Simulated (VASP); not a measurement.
# HgTe (I-4m2) in VASP: single point with HSE06

Aim: the single point of HgTe with HSE06.

Everything below comes from runs of VASP 6.6.1. Logs are shortened: lines on timing, memory, paths and dates and some standing lists are left out, and cuts for length are marked.

## 1. The cell of the first run

The structure is tetragonal, space group I-4m2 (No. 119). Conventional cell: a = 4.698 Å, b = 4.698 Å, c = 6.476 Å, α = 90.00°, β = 90.00°, γ = 90.00°. Within 3.8 Å of Hg (site symmetry -4m2) lie 4 Te at 2.85 Å. Within 3.8 Å of Te (site symmetry -4m2) lie 4 Hg at 2.85 Å.

## 2. Single point, HSE06 (epitaxial xy strain +1.0%)

The input, POSCAR:

```
HgTe
1.0
    0.0000000000      3.3220494652      3.2379927024
    3.3220494652      0.0000000000      3.2379927024
    3.3220494652      3.3220494652      0.0000000000
Hg Te
1 1
Direct
    0.0000000000      0.0000000000      0.0000000000
    0.2500000000      0.2500000000      0.2500000000
```

The input, INCAR.step1:

```
SYSTEM = HgTe
PREC = Accurate
ENCUT = 520
EDIFF = 1E-5
ISMEAR = -1
SIGMA = 0.02
LREAL = .FALSE.
LASPH = .TRUE.
NELM = 80
ALGO = Normal
ISIF = 2
LWAVE = .TRUE.
LCHARG = .FALSE.
NBANDS = 16
GGA = PE
```

The input, INCAR.step2:

```
SYSTEM = HgTe
PREC = Accurate
ENCUT = 520
EDIFF = 1E-7
ISMEAR = -1
SIGMA = 0.02
LREAL = .FALSE.
LASPH = .TRUE.
NELM = 80
ALGO = Normal
ISIF = 2
LWAVE = .FALSE.
LCHARG = .FALSE.
GGA = PE
LHFCALC = .TRUE.
HFSCREEN = 0.2079
PRECFOCK = Normal
NBANDS = 16
ISTART = 1
```

The input, KPOINTS:

```
regular mesh
0
G
  4 4 4
  0 0 0
```

Potentials or basis: VASP PAW PBE potentials, release 64 (Hg, Te).

Started as:

```
$ cat potpaw_PBE.64/Hg/POTCAR potpaw_PBE.64/Te/POTCAR > POTCAR
$ cp INCAR.step1 INCAR
$ mpirun -np 1 vasp_std > vasp.out
$ cp INCAR.step2 INCAR
$ mpirun -np 1 vasp_std > vasp.out
```

OUTCAR:

```text
SYSTEM = HgTe
   PREC = Accurate
   ENCUT = 520
   EDIFF = 1E-7
   ISMEAR = -1
   LREAL = .FALSE.
   LASPH = .TRUE.
   NELM = 80
   ISIF = 2
   GGA = PE
   LHFCALC = .TRUE.
   HFSCREEN = 0.2079
   PRECFOCK = Normal
   ISTART = 1

 ion  position               nearest neighbor table
   1  0.000  0.000  0.000-   2 2.85   2 2.85   2 2.85   2 2.85
   2  0.250  0.250  0.250-   1 2.85   1 2.85   1 2.85   1 2.85

  LATTYP: Found a body centered tetragonal cell.
 ALAT       =     4.6980874086
 C/A-ratio  =     1.3784301656

  Lattice vectors:

 A1 = (   0.0000000000,  -3.3220494652,  -3.2379927024)
 A2 = (   0.0000000000,   3.3220494652,  -3.2379927024)
 A3 = (   3.3220494652,   0.0000000000,   3.2379927024)

Analysis of symmetry for initial positions (statically):
=====================================================================
 Subroutine PRICEL returns:
 Original cell was already a primitive cell.

 Routine SETGRP: Setting up the symmetry group for a
 body centered tetragonal supercell.

 Subroutine GETGRP returns: Found  8 space group operations
 (whereof  8 operations were pure point group operations)
 out of a pool of 16 trial point group operations.

The static configuration has the point symmetry D_2d.

Analysis of symmetry for dynamics (positions and initial velocities):
=====================================================================
 Subroutine PRICEL returns:
 Original cell was already a primitive cell.

 Routine SETGRP: Setting up the symmetry group for a
 body centered tetragonal supercell.

 Subroutine GETGRP returns: Found  8 space group operations
 (whereof  8 operations were pure point group operations)
 out of a pool of 16 trial point group operations.

The dynamic configuration has the point symmetry D_2d.

 Subroutine INISYM returns: Found  8 space group operations
 (whereof  8 operations are pure point group operations),
 and found     1 'primitive' translations

----------------------------------------------------------------------------------------

                                     Primitive cell

[... 78 lines left out ...]
   EDIFF  = 0.1E-06   stopping-criterion for ELM
   LREAL  =      F    real-space projection
   EDIFFG = 0.1E-05   stopping-criterion for IOM
   NSW    =      0    number of steps for IOM
   IBRION =     -1    ionic relax: 0-MD 1-quasi-New 2-CG
   NFREE  =      0    steps in history (QN), initial steepest desc. (CG)
   ISIF   =      2    stress and relaxation
   ISYM   =      3    0-nonsym 1-usesym 2-fastsym
   POTIM  = 0.5000    time-step for ionic-motion
   TEBEG  =    0.0;   TEEND  =   0.0 temperature during run
   PSTRESS=    0.0 pullay stress
   NELECT =      18.0000    total number of electrons
   NUPDOWN=      -1.0000    fix difference up-down
   EMIN   =  10.00;   EMAX   =-10.00  energy-range for DOS
   EFERMI =   0.00;   METHOD = LEGACY
   ISMEAR =    -1;   SIGMA  =   0.02  broadening in eV -4-tet -1-fermi 0-gaus
   EFERMI_NEDOS =   21; number of points for ismear=-14 and -15
   IALGO  =     38    algorithm
   IMIX   =      1    mixing-type and parameters
     AMIX     =   0.40;   BMIX     =  1.00
     AMIX_MAG =   1.60;   BMIX_MAG =  1.00
  volume/ion in A,a.u.               =      35.73       241.15
  Fermi-wavevector in a.u.,A,eV,Ry     =   1.033855  1.953703 14.542672  1.068856
  Thomas-Fermi vector in A             =   2.168122
   LORBIT       =      0    0 simple, 1 ext, 2 COOP (PROOUT), +10 PAW based schemes
   GGA     = PE    functional components
   LHFCALC =     T    Hartree Fock is set to
   PRECFOCK=normal    Normal, Fast or Accurate (Low or Medium for compatibility)
   ENCUT4O =  -1.0   cutoff for four orbital integrals eV
   NKREDX  =     1    reduce k-point grid by
   NKREDY  =     1    reduce k-point grid by
   NKREDZ  =     1    reduce k-point grid by
   AEXX    =    0.2500 exact exchange contribution
   HFSCREEN=    0.2079 screening length (either q_TF or 0.3 A-1)
   HFSCREENC=   0.2079 screening length for correlation (either q_TF or 0.3 A-1)
   ENCUTFOCK=  -1.0 apply spherical cutoff to Coloumb kernel
   IVDW    =     0    specifies the selected vdW correction
   LEPSILON=     F    determine dielectric tensor
   LRPA    =     F    only Hartree local field effects (RPA)
 non-spin polarized calculation
  energy-cutoff  :      520.00
  volume of cell :       71.47
 maximum number of plane-waves:      1948
 NGX is ok and might be reduce to    36
  NGX = 28; NGY = 28; NGZ = 28

 number of electron      18.0000001 magnetization

 Free energy of the ion-electron system (eV)
  ---------------------------------------------------
  ext. energy  EPLUGINS =         0.00000000
  ---------------------------------------------------
  free energy    TOTEN  =        -4.66796614 eV

  energy without entropy =       -4.66766721  energy(sigma->0) =       -4.66781667

 E-fermi :   2.0989     XC(G=0):  -7.0844

 val. band max:        2.0283732611   @ k =   0.0000   0.0000   0.0000
 cond. band min:       2.1549906885   @ k =   0.0000   0.0000   0.0000
 fundamental gap:      0.1266174275
 Fermi energy:         2.0989105835

 k-point     1 :       0.0000    0.0000    0.0000
  band No.  band energies     occupation
      1     -10.5344      2.00000
      2      -6.0782      2.00000
      3      -6.0782      2.00000
      4      -6.0757      2.00000
      5      -5.6200      2.00000
      6      -5.6038      2.00000
[... 224 lines left out ...]
      3      -5.8315      2.00000
      4      -5.6625      2.00000
      5      -5.6175      2.00000
      6      -5.0220      2.00000
[... 8 lines left out ...]
     15      13.7852      0.00000
     16      13.8427      0.00000

------------------------ aborting loop because EDIFF is reached ----------------------------------------

  FORCE on cell =-STRESS in cart. coord.  units (eV):
  Direction    XX          YY          ZZ          XY          YZ          ZX
  --------------------------------------------------------------------------------------
  -------------------------------------------------------------------------------------
  Total       -0.0778263     -0.0778263      0.0332228      0.0000000      0.0000000      0.0000000
  in kB       -1.7446920     -1.7446920      0.7447819      0.0000000      0.0000000      0.0000000
  external PRESSURE =      -0.9148673 kB  Pullay stress =       0.0000000 kB

 VOLUME and BASIS-vectors are now :
 -----------------------------------------------------------------------------
  energy-cutoff  :      520.00
  volume of cell :       71.47
      direct lattice vectors                 reciprocal lattice vectors
     0.000000000  3.322049465  3.237992702    -0.150509499  0.150509499  0.154416654
     3.322049465  0.000000000  3.237992702     0.150509499 -0.150509499  0.154416654
     3.322049465  3.322049465  0.000000000     0.150509499  0.150509499 -0.154416654

 POSITION                                       TOTAL-FORCE (eV/Angst)
 -----------------------------------------------------------------------------------
      0.00000      0.00000      0.00000         0.000000      0.000000      0.000000
      1.66102      1.66102      1.61900         0.000000      0.000000      0.000000
 -----------------------------------------------------------------------------------
    total drift:                               -0.000000     -0.000000     -0.000000

  FREE ENERGIE OF THE ION-ELECTRON SYSTEM (eV)
  ---------------------------------------------------
  free  energy   TOTEN  =        -4.6679661420 eV

  energy  without entropy=       -4.6676672059  energy(sigma->0) =       -4.66781667
```

OSZICAR.step1:

```text
N       E                     dE             d eps       ncg     rms          rms(c)
DAV:   1     0.103711809475E+03    0.10371E+03   -0.81183E+03   416   0.974E+02
DAV:   2     0.357000316494E-01   -0.10368E+03   -0.97874E+02   488   0.224E+02
DAV:   3    -0.373765430534E+01   -0.37734E+01   -0.37605E+01   496   0.444E+01
DAV:   4    -0.377526253273E+01   -0.37608E-01   -0.37604E-01   632   0.398E+00
DAV:   5    -0.377535619722E+01   -0.93664E-04   -0.93664E-04   536   0.190E-01    0.676E+00
DAV:   6    -0.356779442029E+01    0.20756E+00   -0.41009E-01   496   0.818E+00    0.540E+00
DAV:   7    -0.356067315330E+01    0.71213E-02   -0.96127E-02   480   0.206E+00    0.213E+00
DAV:   8    -0.356034918538E+01    0.32397E-03   -0.99096E-03   496   0.111E+00    0.462E-01
DAV:   9    -0.356041868952E+01   -0.69504E-04   -0.76766E-04   520   0.315E-01    0.104E-01
DAV:  10    -0.356045864573E+01   -0.39956E-04   -0.98318E-05   520   0.857E-02    0.442E-02
DAV:  11    -0.356047746736E+01   -0.18822E-04   -0.33256E-05   472   0.387E-02    0.254E-02
DAV:  12    -0.356047641331E+01    0.10540E-05   -0.35465E-06   376   0.127E-02
   1 F= -.35604764E+01 E0= -.35601180E+01  d E =-.716821E-03
```

Run time: 15 min. Hardware: 1 thread of Intel Xeon Platinum 8488C (Sapphire Rapids), shared host; peak memory 0.32 GiB.

Results:

```yaml
Free_energy: -4.6680 eV
Pressure: -0.1 GPa
Band_gap_on_the_k_mesh: 0.13 eV
```

Levels at points of the mesh, in eV from the valence-band top:
```
           k point  band 5  band 6  band 7  band 8  band 9  band 10  band 11  band 12  band 13  band 14
(0.00, 0.00, 0.00)   -7.65   -7.63   -0.23    0.00    0.00     0.13     5.13     5.13     5.13     7.43
(0.50, 0.00, 0.00)   -7.62   -7.32   -5.45   -0.98   -0.86     1.39     5.84     5.99     7.74     8.79
(0.50, 0.50, 0.00)   -7.59   -7.14   -5.40   -2.24   -2.24     2.52     3.20     9.17     9.81     9.81
(0.50, 0.00, 0.50)   -7.59   -7.19   -5.52   -2.16   -2.10     2.71     3.30     9.00     9.72     9.86
```

Caveat: the cell differs from its parent crystal (epitaxial xy strain +1.0%); the PAW data sets were made with another functional, which shifts forces and pressure a little; spin-orbit coupling is left out, which moves the levels of the heavy elements.
